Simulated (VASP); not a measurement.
Input of a VASP 6.6.1 run:

INCAR

```
SYSTEM = Al2As
  PREC = Accurate
  ENCUT = 520
  EDIFF = 1E-6
  ISMEAR = 0
  SIGMA = 0.1
  LREAL = .False.
  LASPH = .True.
  NELM = 100
  ALGO = Normal
  ISIF = 2
  LWAVE = .False.
  LCHARG = .False.
  GGA = PE
  NBANDS = 20
```

The input KPOINTS:

```
regular mesh
0
Gamma
  10 10 10
  0 0 0
```

The input POSCAR:

```
Al2As
1.0
    0.0000000000      3.7928388791      3.7928388791
    3.7928388791      0.0000000000      3.7928388791
    3.7928388791      3.7928388791      0.0000000000
Al As
4 2
Direct
    0.6250000000      0.6250000000      0.6250000000
    0.1250000000      0.6250000000      0.6250000000
    0.6250000000      0.1250000000      0.6250000000
    0.6250000000      0.6250000000      0.1250000000
    0.0000000000      0.0000000000      0.0000000000
    0.2500000000      0.2500000000      0.2500000000
```

Potentials or basis: VASP PAW PBE potentials, release 64 (Al, As).

Command:

```bash
$ cat potpaw_PBE.64/Al/POTCAR potpaw_PBE.64/As/POTCAR > POTCAR
$ mpirun -np 1 vasp_std > vasp.out
```

**Question.** Predict the pressure.

**Answer.** 0.0 GPa.

**Question.** Predict the band gap on the k mesh.

**Answer.** Zero (band 11 reaches 8.13 eV, above the bottom of band 12 at 5.09 eV).
